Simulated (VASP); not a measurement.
**BN: single point with r2SCAN**

The system is BN.

```
B N
1.0
     2.50399    0.00000    0.00000
    -1.25200    2.16852    0.00000
     0.00000    0.00000    6.66120
B N
2 2
Direct
  0.33333 0.66667 0.25000
  0.66667 0.33333 0.75000
  0.32563 0.66282 0.75000
  0.66667 0.33333 0.25000
```

This cell differs from its parent crystal: atom 3 (N) moved +0.017 Å towards its neighbour atom 2 (B) at 1.446 Å.

```
Program             : VASP 6.6.1
Task                : single point
Functional          : r2SCAN
Potentials or basis : VASP PAW PBE potentials, release 64 (B, N)
Cutoff              : 520 eV
k mesh              : 12 × 12 × 4
Occupations         : gaussian, width 0.05 eV
Spin                : no spin polarisation
```

The pressure is -0.2 GPa. The largest force is 0.710 eV/Å. The band gap on the k mesh is 4.86 eV, indirect (least direct gap 5.28 eV).

Forces in eV/Å, atoms in the order of the input:
```
B    0.000  0.000  0.000
B   -0.614 -0.354  0.000
N    0.615  0.355  0.000
N   -0.001 -0.001  0.000
```

Stress tensor (GPa, compression positive):
```
-0.08  0.78  0.00
 0.78 -0.99  0.00
 0.00  0.00  0.56
```

Levels at points of the mesh, in eV from the valence-band top:
| k point | band 5 | band 6 | band 7 | band 8 | band 9 | band 10 | band 11 | band 12 |
| --- | --- | --- | --- | --- | --- | --- | --- | --- |
| (0.00, 0.00, 0.00) | -1.54 | -1.33 | -1.33 | -1.13 | 5.61 | 11.04 | 12.09 | 12.35 |
| (0.50, 0.00, 0.00) | -4.26 | -4.14 | -1.39 | -0.43 | 4.86 | 6.22 | 10.23 | 10.68 |
| (0.00, 0.50, 0.00) | -4.32 | -4.24 | -1.45 | -0.44 | 4.89 | 6.37 | 10.20 | 10.66 |
| (0.00, 0.00, 0.50) | -1.54 | -1.33 | -1.33 | -1.13 | 8.09 | 8.09 | 12.10 | 12.36 |
| (0.50, 0.00, 0.50) | -4.25 | -4.15 | -0.92 | -0.85 | 5.23 | 5.35 | 10.64 | 10.66 |
| (0.00, 0.50, 0.50) | -4.31 | -4.25 | -0.95 | -0.92 | 5.35 | 5.41 | 10.61 | 10.63 |

Run time: 2.6 min on 1 thread of Intel(R) Xeon(R) Platinum 8488C (Sapphire Rapids) (shared host), peak memory 0.19 GiB.

Caveat: the cell differs from its parent crystal (atom 3 (N) moved +0.017 Å towards its neighbour atom 2 (B) at 1.446 Å); the PAW data sets were made with another functional, which shifts forces and pressure a little. A k mesh can miss the band edges.
